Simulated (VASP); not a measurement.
A run of VASP 6.6.1 is set up as follows.

Contents of INCAR:

```
SYSTEM = I
PREC = Accurate
ENCUT = 520
EDIFF = 1E-6
ISMEAR = 0
SIGMA = 0.1
LREAL = .FALSE.
LASPH = .TRUE.
NELM = 100
ALGO = Normal
ISIF = 2
LWAVE = .FALSE.
LCHARG = .FALSE.
GGA = PE
NBANDS = 22
```

KPOINTS

```
Automatic mesh
0
G
  4 4 2
  0 0 0
```

Contents of POSCAR:

```
I
1.0
    4.3265304393     -2.2600472656      0.3811737115
    4.3265304393      2.2600472656      0.3811737115
   -1.4281570935      0.0000000000      9.9175876679
I
4
Direct
    0.8475551357      0.6522918523      0.1219336709
    0.3477081477      0.1524448643      0.3780663291
    0.1524448643      0.3477081477      0.8780663291
    0.6522918523      0.8475551357      0.6219336709
```

Potentials or basis: VASP PAW PBE potentials, release 64 (I).

Run with:

```sh
$ cat potpaw_PBE.64/I/POTCAR > POTCAR
$ mpirun -np 1 vasp_std > vasp.out
```

(1) What does it give for the largest force?

(2) Predict the pressure.

(3) Estimate the band gap on the k mesh.

## Answers

(1) 0.011 eV/Å.

(2) 0.0 GPa.

(3) 0.93 eV, indirect (least direct gap 0.95 eV).

Caveat: spin-orbit coupling is left out, which moves the levels of the heavy elements.
